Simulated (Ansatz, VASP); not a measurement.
## ZnSe2: VASP beside Ansatz

```xyz
12
Lattice="5.8866 0.0000 0.0000 0.0000 5.8866 0.0000 0.0000 0.0000 5.8866" Properties=species:S:1:pos:R:3 pbc="T T T"
Zn    2.9433    2.9433    0.0000
Zn    2.9433    0.0000    2.9433
Zn    0.0000    2.9433    2.9433
Zn    0.0000    0.0000    0.0000
Se    0.6473    5.2394    2.2960
Se    5.2394    2.2960    0.6473
Se    2.2960    0.6473    5.2394
Se    3.5906    3.5906    3.5906
Se    5.2394    0.6473    3.5906
Se    0.6473    3.5906    5.2394
Se    3.5906    5.2394    0.6473
Se    2.2960    2.2960    2.2960
```

Alike in both runs: task single point; functional PBEsol; k mesh 6 × 6 × 6; occupations gaussian, width 0.05 eV; no spin polarisation.

|  | VASP | Ansatz |
| --- | --- | --- |
| version | VASP 6.6.1 | Ansatz 0.2.0 |
| potentials or method | VASP PAW PBE potentials, release 64 (Zn, Se), cutoff 520 eV | scalar-relativistic, plane waves, PAW |
| valence electrons in the cell | 96 | 176 |

|  | VASP | Ansatz | Ansatz less VASP |
| --- | --- | --- | --- |
| gap on the k mesh at the Fermi level (eV) | 0.44 | 0.43 | -0.011 |
| least direct gap on the mesh (eV) | 0.44 | 0.43 | -0.011 |
| pressure (GPa) | 20.2 | 19.6 | -0.59 |
| rms of the force components (eV/Å) | 0.571 | 0.543 | -0.0285 |

VASP's potentials were made for PBE, not for PBEsol, and Ansatz warns of the same on its side. Atom by atom the forces differ by 0.029 eV/Å (rms over components). The functional is the same, so the differences come from potentials, cutoffs and numerics. VASP's potentials hold 96 valence electrons a cell and Ansatz's 176, so a difference there can come from the potentials and not from the codes.
